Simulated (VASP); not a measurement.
Write the native input for VASP 6.6.1 that does the following.

| Quantity | Value |
| --- | --- |
| Task | relaxation of cell and atoms |
| Functional | PBEsol |
| Potentials or basis | VASP PAW PBE potentials, release 64 (Zr_sv, C) |
| Cutoff | 600 eV |
| k mesh | 9 × 9 × 5 |
| Occupations | fermi-dirac, width 0.05 eV |
| Spin | no spin polarisation |
| Target pressure | 20 GPa |
| Dipole correction | no |
| Further INCAR settings | ALGO = Normal; EDIFF = 1e-06; IBRION = 2; EDIFFG = -0.01; NSW = 60; ISIF = 3 |

The structure of ZrC lies in POSCAR:

```
ZrC
1.0
    3.3914762718      0.0000000000      0.0000000000
   -1.6957381359      2.9371046077      0.0000000000
    0.0000000000      0.0000000000      5.2900530000
Zr C
2 2
Direct
    0.6666666667      0.3333333333      0.7500000000
    0.3333333333      0.6666666667      0.2500000000
    0.0000000000      0.0000000000      0.5000000000
    0.0000000000      0.0000000000      0.0000000000
```

The input as run:

INCAR

```
SYSTEM = ZrC
ALGO = Normal
EDIFF = 1E-6
EDIFFG = -0.01
ENCUT = 600
GGA = PS
IBRION = 2
ISIF = 3
ISMEAR = -1
LASPH = .TRUE.
LCHARG = .FALSE.
LREAL = .FALSE.
LWAVE = .FALSE.
NELM = 80
NSW = 60
PREC = Accurate
PSTRESS = 200.0
SIGMA = 0.05
```

KPOINTS

```
k-points
0
G
  9 9 5
  0 0 0
```

Potentials or basis: VASP PAW PBE potentials, release 64 (Zr_sv, C).

Run with:

```console
$ cat potpaw_PBE.64/Zr_sv/POTCAR potpaw_PBE.64/C/POTCAR > POTCAR
$ mpirun -np 1 vasp_std > vasp.out
```

Results of the run:

```
Relaxed volume                                             : 11.82 Å³/atom
Relaxed cell                                               : a = 3.260 Å, b = 3.260 Å, c = 5.136 Å, α = 90.00°, β = 90.00°, γ = 120.00°
Space group after relaxing (to 0.1 Å)                      : P6_3/mmc (No. 194)
Energy change on relaxing (the run minimises the enthalpy) : +41.8 meV/atom
Ionic steps                                                : 7
Pressure after relaxing                                    : 20.0 GPa
Band gap on the k mesh                                     : zero (bands 16 and 17 overlap by 1.02 eV)
```

Caveat: the cell is relaxed towards a set pressure, so the run minimises the enthalpy, not the energy; the PAW data sets were made with another functional, which shifts forces and pressure a little.

Run time: 5.7 min on 1 thread of Intel Xeon 8259CL (shared host), peak memory 0.21 GiB.
